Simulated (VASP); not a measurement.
A run of VASP 6.6.1:

File INCAR:

```
SYSTEM = SnSe
PREC = Accurate ; ENCUT = 520
EDIFF = 1E-6 ; ISMEAR = -1
SIGMA = 0.1 ; LREAL = .False.
LASPH = .True. ; NELM = 150
ALGO = Normal ; ISIF = 2
LWAVE = .False. ; LCHARG = .False.
LNONCOLLINEAR = .True. ; MAGMOM = 0 0 0 0 0 0
LORBIT = 11 ; LSORBIT = .True.
GGA_COMPAT = .False. ; LORBMOM = .True.
NBANDS = 32
```

File KPOINTS:

```
Automatic mesh
0
Gamma
  6 6 6
  0 0 0
```

The input POSCAR:

```
SnSe
1.0
    0.0000000000      3.0100000000      3.0100000000
    3.0100000000      0.0000000000      3.0100000000
    3.0100000000      3.0100000000      0.0000000000
Sn Se
1 1
Direct
    0.0000000000      0.0000000000      0.0000000000
    0.5000000000      0.5000000000      0.5000000000
```

Potentials or basis: VASP PAW LDA potentials, release 64 (Sn_d, Se).

Run with:

```bash
$ cat potpaw_LDA.64/Sn_d/POTCAR potpaw_LDA.64/Se/POTCAR > POTCAR
$ mpirun -np 1 vasp_ncl > vasp.out
```

Hardware: 1 thread of AMD EPYC 7R13, with other jobs on the host.

Task: How long does it take, and how much memory?

Result: It took 92 s on 1 thread of AMD EPYC 7R13, on a shared host, peak memory 0.23 GiB. Counts: scf iterations 12, k points 16.
